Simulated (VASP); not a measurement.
Cr, 1 atom in the cell. It takes space group Im-3m (No. 229, cubic). Conventional cell: a = 2.759 Å, b = 2.759 Å, c = 2.759 Å, α = 90.00°, β = 90.00°, γ = 90.00°. Within 3.2 Å of Cr (site symmetry m-3m) lie 14 Cr at 2.39 to 2.76 Å.  This cell differs from its parent crystal: volume scaled by 0.88.

* Program: VASP 6.6.1
* Task: single point
* Functional: BLYP
* Potentials or basis: VASP PAW PBE potentials, release 64 (Cr_pv)
* Cutoff: 520 eV
* k mesh: 25 × 25 × 25
* Occupations: fermi-dirac, width 0.1 eV
* Spin: no spin polarisation
* Dipole correction: no
* Further INCAR settings: ALGO = Normal; EDIFF = 1e-06; NBANDS = 12

Potentials or basis: VASP PAW PBE potentials, release 64 (Cr_pv).

The run is started by

```bash
$ cat potpaw_PBE.64/Cr_pv/POTCAR > POTCAR
$ mpirun -np 1 vasp_std > vasp.out
```

Hardware: 1 thread of Intel(R) Xeon(R) 6975P-C (Granite Rapids), with other jobs on the host.

Q: Estimate the wall time of this run.

A: Wall time 18 s on 1 thread of Intel(R) Xeon(R) 6975P-C (Granite Rapids), with other jobs on the host, peak memory 0.17 GiB. Counts: scf iterations 11, k points 455.
